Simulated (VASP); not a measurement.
A run of VASP 6.6.1 is set up as follows.

File INCAR:

```
PREC     = Accurate       # precision mode
ENCUT    = 520            # plane-wave cutoff, eV
EDIFF    = 1E-6           # SCF threshold, eV
ISMEAR   = 0              # smearing method
SIGMA    = 0.1            # smearing width, eV
LREAL    = F              # projectors in reciprocal space
LASPH    = T              # aspherical terms in the spheres
NELM     = 100            # most SCF steps
ALGO     = Fast           # electronic algorithm
ISIF     = 2              # what is computed and relaxed
LWAVE    = F              # write WAVECAR
LCHARG   = F              # write CHGCAR
GGA      = PS             # functional
NBANDS   = 20             # bands
```

Contents of KPOINTS:

```
Automatic mesh
0
Gamma
  16 16 12
```

File POSCAR:

```
Ga
1.0
    1.3703101538     -3.9630705537     -0.0248640236
    1.3703101538      3.9630705537     -0.0248640236
   -0.1762388907      0.0000000000      3.3021216991
Ga
2
Direct
    0.8662412809      0.1337587191      0.2500000000
    0.1337587191      0.8662412809      0.7500000000
```

Potentials or basis: VASP PAW PBE potentials, release 64 (Ga_d).

Run with:

```sh
$ cat potpaw_PBE.64/Ga_d/POTCAR > POTCAR
$ mpirun -np 1 vasp_std > vasp.out
```

Question: Predict the band gap on the k mesh.

Answer: Zero (bands 13 and 14 overlap by 8.60 eV).

Question: What does it give for the pressure?

Answer: 0.1 GPa.

Caveat: the PAW data sets were made with another functional, which shifts forces and pressure a little.
